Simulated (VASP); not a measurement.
CdS:

```
Cd S
1.0
     3.84104    0.00000    0.00000
    -1.92052    3.32644    0.00000
     0.00000    0.00000    6.44527
Cd S
2 2
Direct
  0.00000 0.00000 0.00000
  0.00000 0.00000 0.50000
  0.33333 0.66667 0.25000
  0.66667 0.33333 0.75000
```

Program: VASP 6.6.1. Alike in all runs: task single point; cell as given; k mesh 12 × 12 × 4; cutoff (eV) 520.

Q: Order these runs on this cell by their pressure, lowest first.
A. level PBE; potentials or basis VASP PAW PBE potentials, release 64 (Cd, S); spin non-collinear, zero start, SOC; smearing fermi-dirac 0.02 eV
B. level LDA; potentials or basis VASP PAW LDA potentials, release 64 (Cd, S); spin off; smearing gaussian 0.01 eV
C. level r2SCAN; potentials or basis VASP PAW PBE potentials, release 64 (Cd, S); spin off; smearing gaussian 0.01 eV

A: B (-4.3 GPa), C (0.5 GPa), A (2.1 GPa).

Caveats: the cell stands under tension (at least some runs); the PAW data sets were made with another functional, which shifts forces and pressure a little (at least some runs).
